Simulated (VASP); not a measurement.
A run of VASP 6.6.1:

The input INCAR:

```
SYSTEM = HoHgF4
  PREC = Accurate
  ENCUT = 600
  EDIFF = 1E-6
  ISMEAR = 0
  SIGMA = 0.1
  LREAL = .False.
  LASPH = .True.
  NELM = 200
  ALGO = Normal
  ISIF = 2
  LWAVE = .False.
  LCHARG = .True.
  GGA = PE
  LELF = .True.
  LVHAR = .True.
  NBANDS = 34
  GGA_COMPAT = .False.
  LMAXMIX = 6
```

File KPOINTS:

```
Automatic mesh
0
Gamma
  4 4 4
  0 0 0
```

The input POSCAR:

```
HoHgF4
1.0
    0.0000000000      3.4246912033      3.4246912033
    3.4246912033      0.0000000000      3.4246912033
    3.4246912033      3.4246912033      0.0000000000
Ho Hg F
1 1 4
Direct
    0.2500000000      0.2500000000      0.2500000000
    0.5000000000      0.5000000000      0.5000000000
    0.8758805619      0.8758805619      0.3723583144
    0.3723583144      0.8758805619      0.8758805619
    0.8758805619      0.3723583144      0.8758805619
    0.8758805619      0.8758805619      0.8758805619
```

Potentials or basis: VASP PAW PBE potentials, release 64 (Ho_3, Hg, F), 4f in core.

Command:

```bash
$ cat potpaw_PBE.64/Ho_3/POTCAR potpaw_PBE.64/Hg/POTCAR potpaw_PBE.64/F/POTCAR > POTCAR
$ mpirun -np 1 vasp_std > vasp.out
```

Hardware: 1 thread of Intel(R) Xeon(R) Platinum 8488C (Sapphire Rapids), on a shared host.

**Question.** Estimate the wall time of this run.

**Answer.** Wall time 31 s on 1 thread of Intel(R) Xeon(R) Platinum 8488C (Sapphire Rapids), on a shared host, peak memory 0.25 GiB. Counts: scf iterations 17, k points 8.
